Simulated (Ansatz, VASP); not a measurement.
**Two plane-wave programs on Co2Sn**

The input INCAR:

```
SYSTEM = Co2Sn
PREC     = Accurate       ! precision mode
ENCUT    = 600            ! plane-wave cutoff, eV
EDIFF    = 1E-7           ! SCF threshold, eV
ISMEAR   = 0              ! smearing method
SIGMA    = 0.1            ! smearing width, eV
LREAL    = .FALSE.        ! projectors in reciprocal space
LASPH    = .TRUE.         ! aspherical terms in the spheres
NELM     = 200            ! most SCF steps
ALGO     = Normal         ! electronic algorithm
ISIF     = 3              ! what is computed and relaxed
LWAVE    = .FALSE.        ! write WAVECAR
LCHARG   = .FALSE.        ! write CHGCAR
ISPIN    = 2              ! spin polarisation
MAGMOM   = 3 3 3 3 0 0    ! initial moments
LORBIT   = 11             ! projections on sites
LMAXMIX  = 4              ! l up to which the mixer works
GGA      = PE             ! functional
IBRION   = 2              ! ionic algorithm
NSW      = 90             ! ionic steps
EDIFFG   = -0.04          ! ionic threshold
GGA_COMPAT= .FALSE.      
NELMIN   = 4
```

Contents of KPOINTS:

```
regular mesh
0
G
  4 4 4
  0 0 0
```

Contents of POSCAR:

```
Co2Sn
1.0
    4.2913976200      0.0000000000      0.0000000000
    0.0000000000      4.2913976200      0.0000000000
    0.0000000000      0.0000000000      5.1461028900
Co Sn
4 2
Direct
    0.0000000000      0.5000000000      0.0000000000
    0.5000000000      0.0000000000      0.5000000000
    0.0000000000      0.0000000000      0.0000000000
    0.0000000000      0.0000000000      0.5000000000
    0.5000000000      0.5000000000      0.0000000000
    0.5000000000      0.5000000000      0.5000000000
```

Input for Ansatz:

```yaml
crystal:
  lattice:
    - [4.29139762, 0.0, 0.0]
    - [0.0, 4.29139762, 0.0]
    - [0.0, 0.0, 5.14610289]
  atoms:
    - { symbol: Co, position: [0.0, 0.5, 0.0], spin: 3.0 }
    - { symbol: Co, position: [0.5, 0.0, 0.5], spin: 3.0 }
    - { symbol: Co, position: [0.0, 0.0, 0.0], spin: 3.0 }
    - { symbol: Co, position: [0.0, 0.0, 0.5], spin: 3.0 }
    - { symbol: Sn, position: [0.5, 0.5, 0.0] }
    - { symbol: Sn, position: [0.5, 0.5, 0.5] }
basis:
  ecutwfc: 420
kpoints:
  mp_grid: { grid: [4, 4, 4] }
hamiltonian:
  xc: pbe
scf:
  occupations: { method: gaussian, width: 0.1 }
  lower_state_search: "off"
output:
  forces: true
  stress: true
  eigenvalues: true
  populations: true
magnetization:
  spin_polarized: true
relax:
  adjacent_minimum: "off"
  f_tol: 0.04
  max_steps: 70
  cell: { stress_tol: 0.4 }
```

Alike in both runs: task relaxation of cell and atoms; functional PBE; k mesh 4 × 4 × 4; occupations gaussian, width 0.1 eV; collinear spin.

```csv
,VASP,Ansatz
version,VASP 6.6.1,Ansatz 0.2.0
potentials or method,"VASP PAW PBE potentials, release 64 (Co, Sn_d), cutoff 600 eV","scalar-relativistic, plane waves, PAW"
valence electrons in the cell,64,96
```

Ansatz gave:

* gap on the k mesh at the Fermi level, each at its own relaxed structure (eV): none
* net moment per atom (μB): 1.10
* size of the moment on the site where the two differ most (μB): 0.01
* relaxed volume (Å³/atom): 20.44
* relaxed length of the cell vector where the two differ most in proportion (Å): 5.477

Problem. What did VASP give for the same quantities?

Solution. gap on the k mesh at the Fermi level, each at its own relaxed structure (eV): none; net moment per atom (μB): 1.08; size of the moment on the site where the two differ most (μB): 0.03; relaxed volume (Å³/atom): 20.45; relaxed length of the cell vector where the two differ most in proportion (Å): 5.475.

Site moments also hang on the region over which each program counts them. A gap of «none» marks a metal or a gap that the smearing closes. VASP's potentials hold 64 valence electrons a cell and Ansatz's 96, so a difference there can come from the potentials and not from the codes.

The k mesh is coarse, so the values compare programs but aren't converged. Noted on VASP's run: the volume moved by over 15 % at a fixed basis, so the end points are rough.
